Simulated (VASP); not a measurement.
ZrS2, 3 atoms in the cell. The structure is trigonal, space group P-3m1 (No. 164). Conventional cell: a = 3.785 Å, b = 3.785 Å, c = 5.769 Å, α = 90.00°, β = 90.00°, γ = 120.00°. Zr (site symmetry -3m) has 6 S at 2.59 Å within 3.4 Å. S (site symmetry 3m) has 3 Zr at 2.59 Å within 3.4 Å.  This cell differs from its parent crystal: epitaxial xy strain +3.0%.

```yaml
Program: VASP 6.6.1
Task: single point
Functional: PBE
Potentials_or_basis: VASP PAW PBE potentials, release 64 (Zr_sv, S)
Cutoff: 500 eV
k_mesh: 6 × 6 × 2
Occupations: gaussian, width 0.01 eV
Spin: no spin polarisation
Dipole_correction: no
Further_INCAR_settings: ALGO = Normal; EDIFF = 1e-06; NBANDS = 19
```

Potentials or basis: VASP PAW PBE potentials, release 64 (Zr_sv, S).

Run with:

```bash
$ cat potpaw_PBE.64/Zr_sv/POTCAR potpaw_PBE.64/S/POTCAR > POTCAR
$ mpirun -np 1 vasp_std > vasp.out
```

Hardware: 1 thread of AMD EPYC 7R13, on a shared host.

Problem. How long does it take, and how much memory?

Solution. Run time: 51 s on 1 thread of AMD EPYC 7R13, with other jobs on the host, peak memory 0.14 GiB. Counts: scf iterations 14, k points 14.
